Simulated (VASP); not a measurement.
The system is BaSr.

```
Ba Sr
1.0
     2.50860   -3.46572    0.00000
     2.50860    3.46572    0.00000
     0.00000    0.00000    6.92083
Ba Sr
1 1
Direct
  0.00000 0.00000 0.00000
  0.50000 0.50000 0.50000
```

```yaml
Program: VASP 6.6.1
Task: relaxation of cell and atoms
Functional: LDA
Potentials_or_basis: VASP PAW LDA potentials, release 64 (Ba_sv, Sr_sv)
Cutoff: 600 eV
k_mesh: 6 × 6 × 4
Occupations: fermi-dirac, width 0.1 eV
Spin: no spin polarisation
```

At the start: pressure -1.5 GPa; volume 60.17 Å³/atom.

Task: How do energy, volume and symmetry change on relaxing?

Result: Over 10 steps the energy falls by 48.8 meV/atom and the volume is 51.08 Å³/atom (-15.1 %); space group Cmmm (No. 65, to 0.1 Å) before and after.

Step by step:
| step | energy change (eV) | largest force (eV/Å) | pressure (GPa) | volume (Å³) |
| --- | --- | --- | --- | --- |
| 1 | 0.0000 | 0.0000 | -1.54 | 120.34 |
| 2 | -0.0744 | 0.0000 | -0.85 | 110.55 |
| 3 | -0.0970 | 0.0000 | -0.13 | 103.38 |
| 4 | -0.0975 | 0.0000 | 0.01 | 102.21 |
| 5 | -0.0974 | 0.0000 | -0.03 | 102.55 |
| 6 | -0.0975 | 0.0000 | -0.03 | 102.55 |
| 7 | -0.0975 | 0.0000 | -0.03 | 102.53 |
| 8 | -0.0976 | 0.0000 | -0.01 | 102.34 |
| 9 | -0.0975 | 0.0000 | 0.02 | 102.06 |
| 10 | -0.0976 | 0.0000 | 0.01 | 102.16 |

Final structure:
```cif
data_structure
_symmetry_space_group_name_H-M 'P 1'
_symmetry_Int_Tables_number 1
_cell_length_a 4.0440
_cell_length_b 4.0440
_cell_length_c 6.5797
_cell_angle_alpha 90.000
_cell_angle_beta 90.000
_cell_angle_gamma 108.298
_cell_volume 102.16
loop_
_atom_site_label
_atom_site_type_symbol
_atom_site_fract_x
_atom_site_fract_y
_atom_site_fract_z
_atom_site_occupancy
Ba1 Ba 0.00000 0.00000 0.00000 1
Sr1 Sr 0.50000 0.50000 0.50000 1
```

Caveat: the volume moved by over 15 % at a fixed basis, so the end points are rough.
